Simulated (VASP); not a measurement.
**YS: electric field gradients with LDA**

Crystal: YS.

```
Y S
1.0
     0.00000    2.74365    2.77109
     2.74365    0.00000    2.77109
     2.74365    2.74365    0.00000
Y S
1 1
Direct
  0.50000 0.50000 0.50000
  0.00000 0.00000 0.00000
```

This cell differs from its parent crystal: zz strain of +1 %.

```
Program                : VASP 6.6.1
Task                   : electric field gradients
Functional             : LDA
Potentials or basis    : VASP PAW LDA potentials, release 64 (Y_sv, S)
Cutoff                 : 520 eV
k mesh                 : 8 × 8 × 8
Occupations            : fermi-dirac, width 0.01 eV
Spin                   : no spin polarisation
Dipole correction      : no
Further INCAR settings : ALGO = Normal; EDIFF = 1e-08; NBANDS = 16
```

* Pressure: -4.6 GPa
* Band gap on the k mesh: zero (an odd number of electrons rules out a gap without spin polarisation)
* Largest electric field gradient by atom: Y +10.5; S +4.4 V/Å²

Stress tensor (GPa, compression positive):
```
-3.98  0.00  0.00
 0.00 -3.98  0.00
 0.00  0.00 -5.98
```

Levels at points of the mesh, in eV from the Fermi level:
```
           k point  band 7  band 8  band 9  band 10  band 11  band 12
(0.00, 0.00, 0.00)   -3.33   -3.33   -0.25    -0.16    -0.16     0.59
(0.50, 0.00, 0.00)   -5.19   -5.19    2.06     2.65     2.71     2.75
(0.50, 0.50, 0.00)   -4.02   -4.02   -2.31     1.85     3.11     3.75
(0.50, 0.00, 0.50)   -4.06   -4.05   -2.32     1.88     3.09     3.70
```

Electric field gradients, principal values (V/Å²):
| atom | least | middle | greatest (by size) |
| --- | --- | --- | --- |
| 1 Y | -5.270 | -5.270 | 10.540 |
| 2 S | -2.224 | -2.225 | 4.449 |

It took 73 s on 1 thread of Intel(R) Xeon(R) Platinum 8259CL CPU @ 2.50GHz (Skylake/Cascade Lake) (shared host), peak memory 0.19 GiB.

Caveat: the cell differs from its parent crystal (zz strain of +1 %); the cell stands under tension; without QUAD_EFG the Cq values of the log hold for a quadrupole moment of 1 mb, not for the nuclei.
